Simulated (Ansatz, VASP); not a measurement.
## NaLa3 in VASP and in Ansatz

```xyz
4
Lattice="5.2563 0.0000 0.0000 0.0000 5.2563 0.0000 0.0000 0.0000 5.2563" Properties=species:S:1:pos:R:3 pbc="T T T"
La    2.6197    2.6590   -0.0087
La    0.0279    2.5796    2.5822
La    2.5867    0.0490    2.6281
Na   -0.0117    0.0112    0.0026
```

Change from the starting cell: atoms moved at random, drawn with an rms of 0.05 Å.

Alike in both runs: task single point; functional PBE; k mesh 5 × 5 × 5; occupations fermi-dirac, width 0.05 eV; no spin polarisation.

```csv
,VASP,Ansatz
version,VASP 6.6.1,Ansatz 0.2.0
potentials or method,"VASP PAW PBE potentials, release 64 (La, Na_pv)",Ansatz PAW
plane-wave cutoff (eV),520,420
valence electrons in the cell,40,42
```

|  | VASP | Ansatz | Ansatz less VASP |
| --- | --- | --- | --- |
| gap on the k mesh at the Fermi level (eV) | none | none | - |
| pressure (GPa) | 0.2 | 0.2 | -0.03 |
| rms of the force components (eV/Å) | 0.065 | 0.064 | -0.0010 |

Atom by atom the forces differ by 0.001 eV/Å (rms over components). A gap of «none» marks a metal or a gap that the smearing closes. The functional is the same, so the differences come from potentials, cutoffs and numerics. VASP's potentials hold 40 valence electrons a cell and Ansatz's 42, so a difference there can come from the potentials and not from the codes.

Spin-orbit coupling is off throughout.
